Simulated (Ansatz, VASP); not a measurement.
**CuO in VASP and in Ansatz**

File INCAR:

```
SYSTEM = CuO
PREC = Accurate
ENCUT = 520
EDIFF = 1E-8
ISMEAR = -4
SIGMA = 0.1
LREAL = .FALSE.
LASPH = .TRUE.
NELM = 100
ALGO = Normal
ISIF = 2
LWAVE = .FALSE.
LCHARG = .FALSE.
GGA = PE
LEFG = .TRUE.
NBANDS = 16
```

Contents of KPOINTS:

```
regular mesh
0
G
  16 16 16
  0 0 0
```

File POSCAR:

```
CuO
1.0
    0.0000000000      2.2160223487      2.2160223487
    2.2160223487      0.0000000000      2.2160223487
    2.2160223487      2.2160223487      0.0000000000
Cu O
1 1
Direct
    0.0000000000      0.0000000000      0.0000000000
    0.2500000000      0.2500000000      0.2500000000
```

Input for Ansatz:

```yaml
crystal:
  lattice:
    - [0.0, 2.2160223487, 2.2160223487]
    - [2.2160223487, 0.0, 2.2160223487]
    - [2.2160223487, 2.2160223487, 0.0]
  atoms:
    - { symbol: Cu, position: [0.0, 0.0, 0.0] }
    - { symbol: O, position: [0.25, 0.25, 0.25] }
kpoints:
  mp_grid: { grid: [16, 16, 16] }
scf:
  occupations: { method: tetrahedron_uncorrected }
hamiltonian:
  xc: pbe
  pseudopotentials: { kind: paw }
output:
  forces: true
  stress: true
  eigenvalues: true
  efg: { contact_densities: true }
basis:
  ecutwfc: "44.1 Ry"
```

Alike in both runs: task electric field gradients; functional PBE; k mesh 16 × 16 × 16; no spin polarisation.

|  | VASP | Ansatz |
| --- | --- | --- |
| version | VASP 6.6.1 | Ansatz 0.2.0 |
| potentials or method | VASP PAW PBE potentials, release 64 (Cu, O), cutoff 520 eV | PAW with Ansatz's default frozen-core files, scalar-relativistic |
| occupations | tetrahedron | tetrahedron-uncorrected |
| valence electrons in the cell | 17 | 25 |

```csv
,VASP,Ansatz,Ansatz less VASP
gap on the k mesh at the Fermi level (eV),none,none,-
pressure (GPa),10.6,9.8,-0.82
```

A gap of «none» marks a metal or a gap that the smearing closes. VASP's potentials hold 17 valence electrons a cell and Ansatz's 25, so a difference there can come from the potentials and not from the codes. Ansatz's warnings: band table not solved further.
